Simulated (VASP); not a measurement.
**AlNi3: single point with PBE**

AlNi3:

```
Ni Al
1.0
     3.59352    0.00000    0.00000
     0.00000    3.59352    0.00000
     0.00000    0.00000    3.52305
Ni Al
3 1
Direct
  0.50000 0.50000 0.00000
  0.50000 0.00000 0.50000
  0.00000 0.50000 0.50000
  0.00000 0.00000 0.00000
```

```json
{
  "Program": "VASP 6.6.1",
  "Task": "single point",
  "Functional": "PBE",
  "Potentials or basis": "VASP PAW PBE potentials, release 64 (Ni, Al)",
  "Cutoff": "520 eV",
  "k mesh": "6 × 6 × 6",
  "Occupations": "fermi-dirac, width 0.05 eV",
  "Spin": "collinear spin, ferromagnetic start",
  "Starting moments": "[1.0, 1.0, 1.0, 0.0] μB",
  "Dipole correction": "no",
  "Further INCAR settings": "ALGO = Normal; EDIFF = 1e-06; NBANDS = 28"
}
```

The pressure is -0.3 GPa. The net moment is 0.69 μB per cell, the site moments are Ni +0.26, +0.24 (each value once); Al -0.01 μB and the valence electrons inside the program's atomic spheres are Ni 9.37, 9.38 (each value once); Al 0.80.

Stress tensor (GPa, compression positive):
```
-0.78  0.00  0.00
 0.00 -0.78  0.00
 0.00  0.00  0.73
```

Levels at points of the mesh, in eV from the Fermi level:
Spin up:
```csv
k point,band 14,band 15,band 16,band 17,band 18,band 19,band 20,band 21
"(0.00, 0.00, 0.00)",-0.13,-0.07,-0.07,0.74,0.74,1.16,6.38,6.57
"(0.50, 0.00, 0.00)",-1.16,-1.03,-0.48,-0.06,5.27,5.42,5.61,5.78
"(0.50, 0.50, 0.00)",-1.20,-1.00,-0.98,-0.58,0.77,0.77,8.21,8.31
"(0.00, 0.00, 0.50)",-1.10,-1.01,-0.54,-0.13,5.48,5.48,5.49,5.49
"(0.50, 0.00, 0.50)",-1.15,-0.96,-0.93,-0.56,0.84,0.85,7.98,8.00
"(0.50, 0.50, 0.50)",-1.09,-1.00,-0.27,-0.27,-0.23,-0.14,3.31,3.94
```
Spin down:
| k point | band 12 | band 13 | band 14 | band 15 | band 16 | band 17 | band 18 | band 19 | band 20 | band 21 |
| --- | --- | --- | --- | --- | --- | --- | --- | --- | --- | --- |
| (0.00, 0.00, 0.00) | -0.34 | 0.01 | 0.28 | 0.36 | 0.36 | 0.70 | 0.70 | 1.13 | 6.46 | 6.65 |
| (0.50, 0.00, 0.00) | -1.04 | -0.90 | -0.87 | -0.80 | -0.30 | 0.36 | 5.32 | 5.47 | 5.66 | 5.83 |
| (0.50, 0.50, 0.00) | -1.14 | -1.14 | -1.08 | -0.80 | -0.60 | -0.44 | 1.05 | 1.05 | 8.23 | 8.34 |
| (0.00, 0.00, 0.50) | -0.95 | -0.94 | -0.94 | -0.79 | -0.36 | 0.28 | 5.53 | 5.53 | 5.53 | 5.53 |
| (0.50, 0.00, 0.50) | -1.11 | -1.07 | -1.03 | -0.75 | -0.56 | -0.43 | 1.12 | 1.13 | 8.02 | 8.02 |
| (0.50, 0.50, 0.50) | -1.14 | -1.11 | -0.91 | -0.82 | -0.16 | 0.09 | 0.09 | 0.14 | 3.41 | 4.14 |

It took 57 s on 1 thread of Intel(R) Xeon(R) 6975P-C (Granite Rapids), on a shared host, peak memory 0.22 GiB.
